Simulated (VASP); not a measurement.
CO2:

```
C O
1.0
     4.33500    0.00000    0.00000
     0.00000    4.33500    0.00000
     0.00000    0.00000    6.10200
C O
4 8
Direct
  0.49979 0.49979 0.00000
  0.00021 0.99979 0.25000
  0.50021 0.50021 0.50000
  0.99979 0.00021 0.75000
  0.18914 0.18895 0.25008
  0.31105 0.68914 0.50008
  0.81086 0.81105 0.75008
  0.68895 0.31086 0.00008
  0.68914 0.31105 0.49992
  0.81105 0.81086 0.24992
  0.31086 0.68895 0.99992
  0.18895 0.18914 0.74992
```

Base run:

```yaml
Program: VASP 6.6.1
Functional: r2SCAN
Potentials_or_basis: VASP PAW PBE potentials, release 64 (C, O)
Cutoff: 520 eV
k_mesh: 5 × 5 × 4
Occupations: fermi-dirac, width 0.02 eV
Spin: no spin polarisation
```

Its results: band gap on the k mesh 7.12 eV; pressure 15.8 GPa; largest force 0.057 eV/Å.

**Question.** The run is repeated on the same cell with these changes: functional from r2SCAN to PBE; further incar settings from ALGO = Normal; EDIFF = 1e-08; NBANDS = 44 to ALGO = Normal; EDIFF = 1e-06; NBANDS = 44. What comes out?

**Answer.** Band gap on the k mesh 6.52 eV; pressure 21.6 GPa; largest force 0.698 eV/Å.

Caveats: the PAW data sets were made with another functional, which shifts forces and pressure a little (some runs).

A k mesh can miss the band edges.
